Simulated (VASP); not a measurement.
Crystal: BPb.

```xyz
4
Lattice="3.8973 0.0000 0.0000 -1.9487 3.3752 0.0000 0.0000 0.0000 6.2415" Properties=species:S:1:pos:R:3 pbc="T T T"
B     0.0000    2.2501    0.0000
B     1.9487    1.1251    3.1207
Pb    0.0000    2.2501    2.3849
Pb    1.9487    1.1251    5.5056
```

| Item | Value |
| --- | --- |
| Program | VASP 6.6.1 |
| Task | relaxation of cell and atoms |
| Functional | PBE |
| Potentials or basis | VASP PAW PBE potentials, release 64 (B, Pb_d) |
| Cutoff | 600 eV |
| k mesh | 12 × 12 × 8 |
| Occupations | gaussian, width 0.1 eV |
| Spin | no spin polarisation |

At the start: pressure 1.9 GPa; volume 20.53 Å³/atom.

Q: Where does the relaxation end?

A: Over 11 steps the energy falls by 21.3 meV/atom and the volume is 20.93 Å³/atom (+2.0 %); space group P6_3mc (No. 186, to 0.1 Å) before and after.

Step by step:
| step | energy change (eV) | largest force (eV/Å) | pressure (GPa) | volume (Å³) |
| --- | --- | --- | --- | --- |
| 1 | 0.0000 | 0.1304 | 1.90 | 82.10 |
| 2 | -0.0196 | 0.1513 | -0.38 | 85.03 |
| 3 | -0.0196 | 0.1512 | -0.34 | 84.96 |
| 4 | -0.0274 | 0.1705 | -0.37 | 84.97 |
| 5 | -0.0549 | 0.1742 | -0.55 | 84.98 |
| 6 | -0.0808 | 0.0801 | -0.88 | 84.94 |
| 7 | -0.0813 | 0.0199 | 0.53 | 82.83 |
| 8 | -0.0839 | 0.0503 | -0.18 | 83.82 |
| 9 | -0.0848 | 0.0237 | -0.06 | 83.72 |
| 10 | -0.0851 | 0.0054 | 0.06 | 83.60 |
| 11 | -0.0851 | 0.0063 | -0.01 | 83.73 |

Final structure:
```
CELL_PARAMETERS angstrom
3.82537 0.00000 0.00000
-1.91269 3.31287 0.00000
0.00000 0.00000 6.60720
ATOMIC_POSITIONS crystal
B 0.33333 0.66667 0.01327
B 0.66667 0.33333 0.51327
Pb 0.33333 0.66667 0.36883
Pb 0.66667 0.33333 0.86883
```
